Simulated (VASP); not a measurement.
Set up this calculation in VASP 6.6.1, as the native input.

```
Task                   : single point
Functional             : PBEsol
Potentials or basis    : VASP PAW PBE potentials, release 64 (Tl_d)
Cutoff                 : 520 eV
k mesh                 : 18 × 18 × 18
Occupations            : gaussian, width 0.15 eV
Spin                   : no spin polarisation
Dipole correction      : no
Further INCAR settings : ALGO = Fast; EDIFF = 1e-06; NBANDS = 12
```

The structure of Tl lies in POSCAR:

```
Tl
1.0
   -2.0380500000      2.0380500000      1.8439500000
    2.0380500000     -2.0380500000      1.8439500000
    2.0380500000      2.0380500000     -1.8439500000
Tl
1
Direct
    0.0000000000      0.0000000000      0.0000000000
```

This cell differs from its parent crystal: strain +0.050 along x and y, -0.050 along z.

The input as run:

INCAR

```
ALGO     = Fast           # electronic algorithm
EDIFF    = 1E-6           # SCF threshold, eV
ENCUT    = 520            # plane-wave cutoff, eV
GGA      = PS             # functional
ISIF     = 2              # what is computed and relaxed
ISMEAR   = 0              # smearing method
LASPH    = True           # aspherical terms in the spheres
LCHARG   = False          # write CHGCAR
LREAL    = False          # projectors in reciprocal space
LWAVE    = False          # write WAVECAR
NBANDS   = 12             # bands
NELM     = 80             # most SCF steps
PREC     = Accurate       # precision mode
SIGMA    = 0.15           # smearing width, eV
```

KPOINTS

```
k-points
0
Gamma
  18 18 18
```

Potentials or basis: VASP PAW PBE potentials, release 64 (Tl_d).

Run with:

```bash
$ cat potpaw_PBE.64/Tl_d/POTCAR > POTCAR
$ mpirun -np 1 vasp_std > vasp.out
```

It gave:

| Quantity | Value |
| --- | --- |
| Pressure | -2.1 GPa |
| Band gap on the k mesh | zero (an odd number of electrons rules out a gap without spin polarisation) |

Caveat: the cell differs from its parent crystal (strain +0.050 along x and y, -0.050 along z); the PAW data sets were made with another functional, which shifts forces and pressure a little; spin-orbit coupling is left out, which moves the levels of the heavy elements.

It took 59 s on 1 thread of Intel(R) Xeon(R) 6975P-C (Granite Rapids) (shared host), peak memory 0.29 GiB.
